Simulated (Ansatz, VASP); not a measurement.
One calculation of Ti, two programs

```
Ti
1.0
     0.00000    2.27878    1.67331
     2.27878    0.00000    1.67331
     2.27878    2.27878    0.00000
Ti
1
Direct
  0.00000 0.00000 0.00000
```

Alike in both runs: task single point; functional PBE; k mesh 20 × 20 × 20; occupations gaussian, width 0.15 eV; no spin polarisation.

|  | VASP | Ansatz |
| --- | --- | --- |
| version | VASP 6.6.1 | Ansatz 0.2.0 |
| potentials or method | VASP PAW PBE potentials, release 64 (Ti_sv), cutoff 520 eV | scalar-relativistic, plane waves, PAW |
| valence electrons in the cell | 12 | 12 |

Ansatz gave:

| Item | Value |
| --- | --- |
| gap on the k mesh at the Fermi level (eV) | none |
| pressure (GPa) | -0.7 |
| traceless stress, the component that is largest in VASP (GPa) | 0.55 |

Q: Estimate VASP's values.

A: gap on the k mesh at the Fermi level (eV): none; pressure (GPa): -0.9; traceless stress, the component that is largest in VASP (GPa): 0.55.

A gap of «none» marks a metal or a gap that the smearing closes. With one functional, cell and mesh, what is left measures potentials, basis and numerics.
